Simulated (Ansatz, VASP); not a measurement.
Mg in VASP and in Ansatz

INCAR

```
SYSTEM = Mg
PREC = Accurate ; ENCUT = 520
EDIFF = 1E-6 ; ISMEAR = -1
SIGMA = 0.08 ; LREAL = .FALSE.
LASPH = .TRUE. ; NELM = 80
ALGO = Normal ; ISIF = 2
LWAVE = .FALSE. ; LCHARG = .FALSE.
NBANDS = 9
```

Contents of KPOINTS:

```
Automatic mesh
0
G
  12 12 12
  0 0 0
```

File POSCAR:

```
Mg
1.0
    0.0000000000      2.5659631295      2.5659631295
    2.5659631295      0.0000000000      2.5659631295
    2.5659631295      2.5659631295      0.0000000000
Mg
2
Direct
   -0.1250000000     -0.1250000000     -0.1250000000
    0.1250000000      0.1250000000      0.1250000000
```

Input for Ansatz:

```yaml
crystal:
  lattice:
    - [0.0, 2.5659631295, 2.5659631295]
    - [2.5659631295, 0.0, 2.5659631295]
    - [2.5659631295, 2.5659631295, 0.0]
  atoms:
    - { symbol: Mg, position: [-0.125, -0.125, -0.125] }
    - { symbol: Mg, position: [0.125, 0.125, 0.125] }
kpoints:
  mp_grid: { grid: [12, 12, 12] }
scf:
  occupations: { method: fermi_dirac, width: 0.08 }
hamiltonian:
  xc: lda
  pseudopotentials: { kind: all_electron, lapw: { basis_error: 0.001 } }
output:
  forces: true
  stress: true
  eigenvalues: true
  populations: true
```

Change from the starting cell: volume scaled by 0.45, LAPW.

Alike in both runs: task single point; functional LDA; k mesh 12 × 12 × 12; occupations fermi-dirac, width 0.08 eV; no spin polarisation.

|  | VASP | Ansatz |
| --- | --- | --- |
| version | VASP 6.6.1 | Ansatz 0.2.0 |
| potentials or method | VASP PAW LDA potentials, release 64 (Mg), cutoff 520 eV | all-electron LAPW, scalar-relativistic |

```csv
,VASP,Ansatz,Ansatz less VASP
pressure (GPa),44.2,44.3,+0.05
```

LDA's correlation is that of Perdew and Zunger in VASP and of Perdew and Wang (1992) in Ansatz. Both programs put the cell under a high pressure, so it lies far from rest at this level. Ansatz ran all-electron here, and VASP with PAW potentials.
